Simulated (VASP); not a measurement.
Input of a VASP 6.6.1 run:

File INCAR:

```
PREC = Accurate
ENCUT = 520
EDIFF = 1E-7
ISMEAR = 0
SIGMA = 0.02
LREAL = F
LASPH = T
NELM = 100
ALGO = Normal
ISIF = 2
LWAVE = F
LCHARG = F
GGA = CA
NBANDS = 65
```

KPOINTS

```
Automatic mesh
0
Gamma
  6 6 4
```

File POSCAR:

```
Ta2O5
1.0
    6.3675696675     -2.4098758281      0.0086725057
    6.3675696675      2.4098758281      0.0086725057
   -1.3493223928      0.0000000000      5.3045980836
Ta O
4 10
Direct
    0.8959010502      0.3841561817      0.7658601935
    0.6158438183      0.1040989498      0.7341398065
    0.1040989498      0.6158438183      0.2341398065
    0.3841561817      0.8959010502      0.2658601935
    0.9024893306      0.0975106694      0.7500000000
    0.0975106694      0.9024893306      0.2500000000
    0.3358275993      0.4446637088      0.5274423468
    0.5553362912      0.6641724007     -0.0274423468
    0.6641724007      0.5553362912      0.4725576532
    0.4446637088      0.3358275993      1.0274423468
    0.8666954333      0.7219785627      0.8719160027
    0.2780214373      0.1333045667      0.6280839973
    0.1333045667      0.2780214373      0.1280839973
    0.7219785627      0.8666954333      0.3719160027
```

Potentials or basis: VASP PAW LDA potentials, release 64 (Ta_pv, O).

Command:

```bash
$ cat potpaw_LDA.64/Ta_pv/POTCAR potpaw_LDA.64/O/POTCAR > POTCAR
$ mpirun -np 1 vasp_std > vasp.out
```

Question: What does it give for the pressure?

Answer: 1.7 GPa.

Question: Estimate the band gap on the k mesh.

Answer: 3.15 eV, indirect (least direct gap 3.35 eV).

Question: Estimate the largest force.

Answer: 0.149 eV/Å.

Forces in eV/Å, atoms in the order of the input:
```
Ta   0.078 -0.073  0.104
Ta  -0.078 -0.073 -0.104
Ta  -0.078  0.073 -0.104
Ta   0.078  0.073  0.104
O    0.000 -0.110  0.000
O    0.000  0.110  0.000
O    0.034 -0.035  0.120
O   -0.034 -0.035 -0.120
O   -0.034  0.035 -0.120
O    0.034  0.035  0.120
O   -0.018 -0.037  0.004
O    0.018 -0.037 -0.004
O    0.018  0.037 -0.004
O   -0.018  0.037  0.004
```

Caveat: spin-orbit coupling is left out, which moves the levels of the heavy elements. A k mesh can miss the band edges.
